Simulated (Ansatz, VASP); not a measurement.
**One calculation of TlBr, two programs**

The input INCAR:

```
PREC = Accurate
ENCUT = 500
EDIFF = 1E-6
ISMEAR = 0
SIGMA = 0.02
LREAL = F
LASPH = T
NELM = 120
ALGO = Normal
ISIF = 2
LWAVE = F
LCHARG = F
GGA = CA
NBANDS = 17
GGA_COMPAT = F
```

KPOINTS

```
regular mesh
0
Gamma
  8 8 8
```

POSCAR

```
TlBr
1.0
    3.7780000000      0.0000000000      0.0000000000
    0.0000000000      3.7780000000      0.0000000000
    0.0000000000      0.0000000000      3.7780000000
Tl Br
1 1
Direct
    0.0000000000      0.0000000000      0.0000000000
    0.5000000000      0.5000000000      0.5000000000
```

Input for Ansatz:

```yaml
crystal:
  lattice:
    - [3.778, 0.0, 0.0]
    - [0.0, 3.778, 0.0]
    - [0.0, 0.0, 3.778]
  atoms:
    - { symbol: Tl, position: [0.0, 0.0, 0.0] }
    - { symbol: Br, position: [0.5, 0.5, 0.5] }
basis:
  ecutwfc: 420
kpoints:
  mp_grid: { grid: [8, 8, 8] }
hamiltonian:
  xc: lda
scf:
  occupations: { method: gaussian, width: 0.02 }
output:
  forces: true
  stress: true
  eigenvalues: true
```

Alike in both runs: task single point; functional LDA; k mesh 8 × 8 × 8; occupations gaussian, width 0.02 eV; no spin polarisation.

|  | VASP | Ansatz |
| --- | --- | --- |
| version | VASP 6.6.1 | Ansatz 0.2.0 |
| potentials or method | VASP PAW LDA potentials, release 64 (Tl_d, Br), cutoff 500 eV | scalar-relativistic, plane waves, PAW |
| valence electrons in the cell | 20 | 20 |

|  | VASP | Ansatz | Ansatz less VASP |
| --- | --- | --- | --- |
| gap on the k mesh at the Fermi level (eV) | 1.19 | 1.21 | +0.024 |
| least direct gap on the mesh (eV) | 1.19 | 1.21 | +0.024 |
| pressure (GPa) | 1.9 | 1.8 | -0.07 |

LDA's correlation is that of Perdew and Zunger in VASP and of Perdew and Wang (1992) in Ansatz.

Neither program's run includes spin-orbit coupling.
